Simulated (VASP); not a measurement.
Runs of VASP 6.6.1 on BAs. It takes space group Fm-3m (No. 225, cubic). The conventional cell has a = 4.611 Å, b = 4.611 Å, c = 4.611 Å, α = 90.00°, β = 90.00°, γ = 90.00°. Within 3.0 Å of B (site symmetry m-3m) lie 6 As at 2.31 Å. As (site symmetry m-3m) has 6 B at 2.31 Å within 3.0 Å. 

| level | k mesh | cutoff (eV) | smearing | grid for exact exchange (PRECFOCK) | share of exact exchange | screening parameter | gap on the mesh (eV) | pressure (GPa) |
| --- | --- | --- | --- | --- | --- | --- | --- | --- |
| PBE | 6 × 6 × 6 | 500 | methfessel-paxton 0.2 eV | - | - | - | none | 0.7 |
| PBE+D4 | 6 × 6 × 6 | 500 | fermi-dirac 0.02 eV | - | - | - | none | (a) |
| PBE | 6 × 6 × 6 | 520 | fermi-dirac 0.02 eV | - | - | - | none | 0.7 |
| PBE-based screened hybrid | 4 × 4 × 4 | 520 | fermi-dirac 0.02 eV | Normal | 0.4 | 0.5 1/Å | none | 2.4 |
| PBE | 3 × 3 × 3 | 500 | fermi-dirac 0.02 eV | - | - | - | none | 8.0 |
| PBE | 6 × 6 × 6 | 500 | fermi-dirac 0.02 eV | - | - | - | none | 0.7 |
| HSE06 | 4 × 4 × 4 | 520 | fermi-dirac 0.02 eV | Normal | - | 0.2079 1/Å | none | 2.9 |

Alike in all rows: task single point; potentials or basis VASP PAW PBE potentials, release 64 (B, As); no spin polarisation; cell as given.

Task: Fill in the values left out.

Result: (a) -4.7.

Caveats: all runs use coarse meshes; the PAW data sets were made with another functional, which shifts forces and pressure a little (some runs); pairwise dispersion overbinds metals, which lowers pressure and volume (some runs).

A k mesh can miss the band edges, and the runs leave out spin-orbit coupling on As.

A gap of «none» marks levels without a gap at the run's occupations.
